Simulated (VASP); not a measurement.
# Mg5Se2 (C2/c) in VASP: single point with PBE

Aim: the single point of Mg5Se2 with PBE.

Everything below comes from runs of VASP 6.6.1. Logs are shortened: lines on timing, memory, paths and dates and some standing lists are left out, and cuts for length are marked.

**1. The cell of the first run**

It takes space group C2/c (No. 15, monoclinic). Conventional cell: a = 15.048 Å, b = 6.663 Å, c = 6.220 Å, α = 90.00°, β = 90.97°, γ = 90.00°. Within 3.7 Å of Mg (site symmetry 2) lie 4 Se at 2.78 Å and 8 Mg at 3.17 to 3.66 Å. Within 3.7 Å of Mg (site symmetry 1) lie 3 Se at 2.76 to 2.95 Å and 8 Mg at 3.12 to 3.66 Å. Within 4.0 Å of Mg (site symmetry 1) lie 3 Se at 2.81 to 3.76 Å and 10 Mg at 3.12 to 3.95 Å. Se (site symmetry 1) has 8 Mg at 2.76 to 3.76 Å and 2 Se at 3.66 Å within 3.8 Å.

**2. Single point, PBE**

Contents of INCAR:

```
  ALGO = Normal
  EDIFF = 1E-7
  ENCUT = 520
  GGA = PE
  ISIF = 2
  ISMEAR = 0
  LASPH = T
  LCHARG = F
  LREAL = F
  LWAVE = F
  NBANDS = 35
  NELM = 80
  PREC = Accurate
  SIGMA = 0.2
```

Contents of KPOINTS:

```
k-points
0
Gamma
  3 3 3
```

Contents of POSCAR:

```
Mg5Se2
1.0
    7.5132250778     -3.3313974706      0.4048849270
    7.5132250778      3.3313974706      0.4048849270
   -0.4397771596      0.0000000000      6.2044103607
Mg Se
10 4
Direct
    0.3545899571      0.6454100429      0.7500000000
    0.8993266161      0.5334034653      0.2248429404
    0.4665965347      0.1006733839      0.2751570596
    0.1413537532      0.0456765334      0.4063760620
    0.9543234666      0.8586462468      0.0936239380
    0.6454100429      0.3545899571      0.2500000000
    0.5334034653      0.8993266161      0.7248429404
    0.1006733839      0.4665965347      0.7751570596
    0.0456765334      0.1413537532      0.9063760620
    0.8586462468      0.9543234666      0.5936239380
    0.5290694726      0.2383882288      0.8984838025
    0.7616117712      0.4709305274      0.6015161975
    0.2383882288      0.5290694726      0.3984838025
    0.4709305274      0.7616117712      0.1015161975
```

Potentials or basis: VASP PAW PBE potentials, release 64 (Mg, Se).

Run with:

```bash
cat potpaw_PBE.64/Mg/POTCAR potpaw_PBE.64/Se/POTCAR > POTCAR
mpirun -np 1 vasp_std > vasp.out
```

OUTCAR:

```text
EDIFF = 1E-7
   ENCUT = 520
   GGA = PE
   ISIF = 2
   ISMEAR = 0
   LASPH = T
   LREAL = F
   NELM = 80
   PREC = Accurate

 ion  position               nearest neighbor table
   1  0.355  0.645  0.750-  13 2.78  14 2.78  11 2.78  12 2.78   9 3.17  10 3.17   7 3.27   8 3.27
                             4 3.29   5 3.29
   2  0.899  0.533  0.225-  14 2.76  12 2.82  13 2.95   5 3.12   8 3.12   9 3.23   4 3.27   6 3.27
                             3 3.49   3 3.49
   3  0.467  0.101  0.275-  13 2.76  11 2.82  14 2.95   4 3.12   7 3.12  10 3.23   5 3.27   6 3.27
                             2 3.49   2 3.49
   4  0.141  0.046  0.406-  14 2.81  12 2.96   3 3.12  10 3.13   6 3.17   9 3.17   9 3.17   7 3.23
                             2 3.27   1 3.29   5 3.39
   5  0.954  0.859  0.094-  13 2.81  11 2.96   2 3.12   9 3.13   6 3.17  10 3.17  10 3.17   8 3.23
                             3 3.27   1 3.29   4 3.39
   6  0.645  0.355  0.250-  11 2.78  12 2.78  13 2.78  14 2.78   4 3.17   5 3.17   2 3.27   3 3.27
                             9 3.29  10 3.29
   7  0.533  0.899  0.725-  12 2.76  14 2.82  11 2.95  10 3.12   3 3.12   4 3.23   9 3.27   1 3.27
                             8 3.49   8 3.49
   8  0.101  0.467  0.775-  11 2.76  13 2.82  12 2.95   9 3.12   2 3.12   5 3.23  10 3.27   1 3.27
                             7 3.49   7 3.49
   9  0.046  0.141  0.906-  12 2.81  14 2.96   8 3.12   5 3.13   1 3.17   4 3.17   4 3.17   2 3.23
                             7 3.27   6 3.29  10 3.39
  10  0.859  0.954  0.594-  11 2.81  13 2.96   7 3.12   4 3.13   1 3.17   5 3.17   5 3.17   3 3.23
                             8 3.27   6 3.29   9 3.39
  11  0.529  0.238  0.898-   8 2.76   6 2.78   1 2.78  10 2.81   3 2.82   7 2.95   5 2.96
  12  0.762  0.471  0.602-   7 2.76   6 2.78   1 2.78   9 2.81   2 2.82   8 2.95   4 2.96
  13  0.238  0.529  0.398-   3 2.76   1 2.78   6 2.78   5 2.81   8 2.82   2 2.95  10 2.96
  14  0.471  0.762  0.102-   2 2.76   1 2.78   6 2.78   4 2.81   7 2.82   3 2.95   9 2.96

  LATTYP: Found a base centered monoclinic cell.
 ALAT       =    15.0482534367
 B/A-ratio  =     0.4427620102
 C/A-ratio  =     0.4133354655
 COS(beta)  =    -0.0169246655

  Lattice vectors:

 A1 = (   7.5132250778,  -3.3313974706,   0.4048849270)
 A2 = (   7.5132250778,   3.3313974706,   0.4048849270)
 A3 = (  -0.4397771596,   0.0000000000,   6.2044103607)

Analysis of symmetry for initial positions (statically):
=====================================================================
 Subroutine PRICEL returns:
 Original cell was already a primitive cell.

 Routine SETGRP: Setting up the symmetry group for a
 base centered monoclinic supercell.

 Subroutine GETGRP returns: Found  4 space group operations
 (whereof  2 operations were pure point group operations)
 out of a pool of  4 trial point group operations.

The static configuration has the point symmetry S_2 .
 The point group associated with its full space group is C_2h.

Analysis of symmetry for dynamics (positions and initial velocities):
=====================================================================
 Subroutine PRICEL returns:
 Original cell was already a primitive cell.

 Routine SETGRP: Setting up the symmetry group for a
 base centered monoclinic supercell.

 Subroutine GETGRP returns: Found  4 space group operations
 (whereof  2 operations were pure point group operations)
 out of a pool of  4 trial point group operations.

The dynamic configuration has the point symmetry S_2 .
 The point group associated with its full space group is C_2h.

 Subroutine INISYM returns: Found  4 space group operations
 (whereof  2 operations are pure point group operations),
 and found     1 'primitive' translations

----------------------------------------------------------------------------------------

                                     Primitive cell

  volume of cell :     311.7734

  direct lattice vectors                    reciprocal lattice vectors
     7.513225078 -3.331397471  0.404884927     0.066296081 -0.150087164  0.004699158
     7.513225078  3.331397471  0.404884927     0.066296081  0.150087164  0.004699158
    -0.439777160  0.000000000  6.204410361    -0.008652646  0.000000000  0.160562359

  length of vectors
     8.228650678  8.228650678  6.219976839     0.164144477  0.164144477  0.160795334

  position of ions in fractional coordinates (direct lattice)
     0.354589957  0.645410043  0.750000000
     0.899326616  0.533403465  0.224842940
     0.466596535  0.100673384  0.275157060
     0.141353753  0.045676533  0.406376062
     0.954323467  0.858646247  0.093623938
     0.645410043  0.354589957  0.250000000
     0.533403465  0.899326616  0.724842940
[... 49 lines left out ...]
 Found     10 irreducible k-points:

 Following reciprocal coordinates:
            Coordinates               Weight
  0.000000  0.000000  0.000000      1.000000
  0.333333 -0.000000  0.000000      4.000000
  0.333333  0.333333  0.000000      2.000000
 -0.333333  0.333333  0.000000      2.000000
  0.000000  0.000000  0.333333      2.000000
  0.333333 -0.000000  0.333333      4.000000
 -0.333333  0.000000  0.333333      4.000000
  0.333333  0.333333  0.333333      2.000000
 -0.333333  0.333333  0.333333      4.000000
 -0.333333 -0.333333  0.333333      2.000000
   k-points           NKPTS =     10   k-points in BZ     NKDIM =     10   number of bands    NBANDS=     35
   number of dos      NEDOS =    301   number of ions     NIONS =     14
   total plane-waves  NPLWV = 196608
   dimension x,y,z NGX =    64 NGY =   64 NGZ =   48
   dimension x,y,z NGXF=   128 NGYF=  128 NGZF=   96
   ions per type =              10   4
   NGX,Y,Z   is equivalent  to a cutoff of  12.93, 12.93, 12.83 a.u.
   NGXF,Y,Z  is equivalent  to a cutoff of  25.86, 25.86, 25.66 a.u.
 SYSTEM =  unknown system
   PREC   = accura    normal or accurate (medium, high low for compatibility)
   ISTART =      0    job   : 0-new  1-cont  2-samecut
   ICHARG =      2    charge: 1-file 2-atom 10-const
   ISPIN  =      1    spin polarized calculation?
   LNONCOLLINEAR =      F non collinear calculations
   LSORBIT =      F    spin-orbit coupling
   LASPH  =      T    aspherical Exc in radial PAW
   ENCUT  =  520.0 eV  38.22 Ry    6.18 a.u.  15.30 15.30 11.57*2*pi/ulx,y,z
   NELM   =     80;   NELMIN=  2; NELMDL= -5     # of ELM steps
   EDIFF  = 0.1E-06   stopping-criterion for ELM
   LREAL  =      F    real-space projection
   EDIFFG = 0.1E-05   stopping-criterion for IOM
   NSW    =      0    number of steps for IOM
   IBRION =     -1    ionic relax: 0-MD 1-quasi-New 2-CG
   NFREE  =      0    steps in history (QN), initial steepest desc. (CG)
   ISIF   =      2    stress and relaxation
   ISYM   =      2    0-nonsym 1-usesym 2-fastsym
   POTIM  = 0.5000    time-step for ionic-motion
   TEBEG  =    0.0;   TEEND  =   0.0 temperature during run
   PSTRESS=    0.0 pullay stress
   NELECT =      44.0000    total number of electrons
   NUPDOWN=      -1.0000    fix difference up-down
   EMIN   =  10.00;   EMAX   =-10.00  energy-range for DOS
   EFERMI =   0.00;   METHOD = LEGACY
   ISMEAR =     0;   SIGMA  =   0.20  broadening in eV -4-tet -1-fermi 0-gaus
   EFERMI_NEDOS =   21; number of points for ismear=-14 and -15
   IALGO  =     38    algorithm
   IMIX   =      4    mixing-type and parameters
     AMIX     =   0.40;   BMIX     =  1.00
     AMIX_MAG =   1.60;   BMIX_MAG =  1.00
  volume/ion in A,a.u.               =      22.27       150.28
  Fermi-wavevector in a.u.,A,eV,Ry     =   0.852340  1.610688  9.884399  0.726483
  Thomas-Fermi vector in A             =   1.968613
   LORBIT       =      0    0 simple, 1 ext, 2 COOP (PROOUT), +10 PAW based schemes
   GGA     = PE    functional components
   LHFCALC =     F    Hartree Fock is set to
   AEXX    =    0.0000 exact exchange contribution
   IVDW    =     0    specifies the selected vdW correction
   LEPSILON=     F    determine dielectric tensor
   LRPA    =     F    only Hartree local field effects (RPA)
 non-spin polarized calculation
 Gauss-broadening in eV      SIGMA  =   0.20
  energy-cutoff  :      520.00
  volume of cell :      311.77
 maximum number of plane-waves:      8423
 NGX is ok and might be reduce to    64
   NGX = 31   NGY = 31   NGZ = 23

 number of electron      43.9999999 magnetization

 Free energy of the ion-electron system (eV)
  ---------------------------------------------------
  ext. energy  EPLUGINS =         0.00000000
  ---------------------------------------------------
  free energy    TOTEN  =       -35.82972759 eV

  energy without entropy =      -35.75140007  energy(sigma->0) =      -35.79056383

 E-fermi :   3.8160     XC(G=0):  -8.9054

 val. band max:        3.7858591300   @ k =   0.0000   0.0000   0.0000
 cond. band min:       3.8671254546   @ k =  -0.3333   0.0000   0.3333
 fundamental gap:      0.0812663246
 Fermi energy:         3.8160252938

 k-point     1 :       0.0000    0.0000    0.0000
  band No.  band energies     occupation
      1     -10.3592      2.00000
      2      -9.9809      2.00000
      3      -9.6098      2.00000
      4      -9.5938      2.00000
      5      -2.4482      2.00000
      6      -1.9322      2.00000
[... 359 lines left out ...]
     33       7.4691      0.00000
     34       7.4867      0.00000
 [bands above 34 left out]

------------------------ aborting loop because EDIFF is reached ----------------------------------------

  FORCE on cell =-STRESS in cart. coord.  units (eV):
  Direction    XX          YY          ZZ          XY          YZ          ZX
  --------------------------------------------------------------------------------------
  -------------------------------------------------------------------------------------
  Total       -0.0500547      0.1865765     -0.2490160      0.0000000      0.0000000      0.0358702
  in kB       -0.2572270      0.9588009     -1.2796722      0.0000000      0.0000000      0.1843339
  external PRESSURE =      -0.1926994 kB  Pullay stress =       0.0000000 kB

 VOLUME and BASIS-vectors are now :
 -----------------------------------------------------------------------------
  energy-cutoff  :      520.00
  volume of cell :      311.77
      direct lattice vectors                 reciprocal lattice vectors
     7.513225078 -3.331397471  0.404884927     0.066296081 -0.150087164  0.004699158
     7.513225078  3.331397471  0.404884927     0.066296081  0.150087164  0.004699158
    -0.439777160  0.000000000  6.204410361    -0.008652646  0.000000000  0.160562359

 POSITION                                       TOTAL-FORCE (eV/Angst)
 -----------------------------------------------------------------------------------
      7.18339      0.96884      5.05819         0.000000      0.007872      0.000000
     10.66554     -1.21904      1.97511        -0.007565      0.001967      0.013700
      4.14102     -1.21904      1.93687         0.007565      0.001967     -0.013700
      1.22649     -0.31874      2.59705        -0.006998      0.006897     -0.008731
     13.58008     -0.31874      1.31493         0.006998      0.006897      0.008731
      7.40328     -0.96884      1.95599        -0.000000     -0.007872      0.000000
     10.44565      1.21904      5.07731        -0.007565     -0.001967      0.013700
      3.92113      1.21904      5.03907         0.007565     -0.001967     -0.013700
      1.00660      0.31874      5.69925        -0.006998     -0.006897     -0.008731
     13.36019      0.31874      4.41713         0.006998     -0.006897      0.008731
      5.37095     -0.96837      5.88529        -0.034140     -0.010721      0.009775
      8.99583     -0.96837      4.23109         0.034140     -0.010721     -0.009775
      5.59084      0.96837      2.78309        -0.034140      0.010721      0.009775
      9.21572      0.96837      1.12889         0.034140      0.010721     -0.009775
 -----------------------------------------------------------------------------------
    total drift:                               -0.000000     -0.000000     -0.000000

  FREE ENERGIE OF THE ION-ELECTRON SYSTEM (eV)
  ---------------------------------------------------
  free  energy   TOTEN  =       -35.8297275873 eV

  energy  without entropy=      -35.7514000744  energy(sigma->0) =      -35.79056383
```

Run time: 82 s. Hardware: 1 thread of Intel Xeon 6975P-C (Granite Rapids), shared host; peak memory 0.49 GiB.

What came out:

- Free energy: -35.8297 eV
- Pressure: 0.0 GPa
- Largest force: 0.037 eV/Å
- Band gap on the k mesh: zero (bands 22 and 23 overlap by 0.05 eV)

Forces in eV/Å, atoms in the order of the input:
```
Mg   0.000  0.008  0.000
Mg  -0.008  0.002  0.014
Mg   0.008  0.002 -0.014
Mg  -0.007  0.007 -0.009
Mg   0.007  0.007  0.009
Mg   0.000 -0.008  0.000
Mg  -0.008 -0.002  0.014
Mg   0.008 -0.002 -0.014
Mg  -0.007 -0.007 -0.009
Mg   0.007 -0.007  0.009
Se  -0.034 -0.011  0.010
Se   0.034 -0.011 -0.010
Se  -0.034  0.011  0.010
Se   0.034  0.011 -0.010
```

Stress tensor (GPa, compression positive):
```
-0.03  0.00  0.02
 0.00  0.10  0.00
 0.02  0.00 -0.13
```

Caveat: semilocal functionals underestimate gaps, so a narrow gap can read as zero.
